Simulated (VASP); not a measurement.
Here is a VASP 6.6.1 calculation.

Contents of INCAR:

```
PREC = Accurate
ENCUT = 520
EDIFF = 1E-8
ISMEAR = -1
SIGMA = 0.01
LREAL = False
LASPH = True
NELM = 120
ALGO = Normal
ISIF = 2
LWAVE = False
LCHARG = False
GGA = CA
LEFG = True
NBANDS = 18
GGA_COMPAT = False
```

The input KPOINTS:

```
regular mesh
0
Gamma
  8 8 8
```

Contents of POSCAR:

```
HfO2
1.0
   -0.0255750000      2.5447125000      2.5447125000
    2.5447125000     -0.0255750000      2.5447125000
    2.5447125000      2.5447125000     -0.0255750000
Hf O
1 2
Direct
    0.0000000000      0.0000000000      0.0000000000
    0.2500000000      0.2500000000      0.2500000000
    0.7500000000      0.7500000000      0.7500000000
```

Potentials or basis: VASP PAW LDA potentials, release 64 (Hf_pv, O).

Run with:

```sh
$ cat potpaw_LDA.64/Hf_pv/POTCAR potpaw_LDA.64/O/POTCAR > POTCAR
$ mpirun -np 1 vasp_std > vasp.out
```

Task: Predict the band gap on the k mesh.

Result: 3.53 eV.

Task: What does it give for the pressure?

Result: -19.2 GPa.

Task: Predict the largest force.

Result: 0.086 eV/Å.

Forces on the atoms (eV/Å):
```
Hf   0.000  0.000  0.000
O    0.049  0.049  0.049
O   -0.049 -0.049 -0.049
```

Caveat: the cell differs from its parent crystal (equal xy, yz and zx shear strains of -1 %); the cell stands under tension; without QUAD_EFG the Cq values of the log hold for a quadrupole moment of 1 mb, not for the nuclei; spin-orbit coupling is left out, which moves the levels of the heavy elements. A k mesh can miss the band edges.
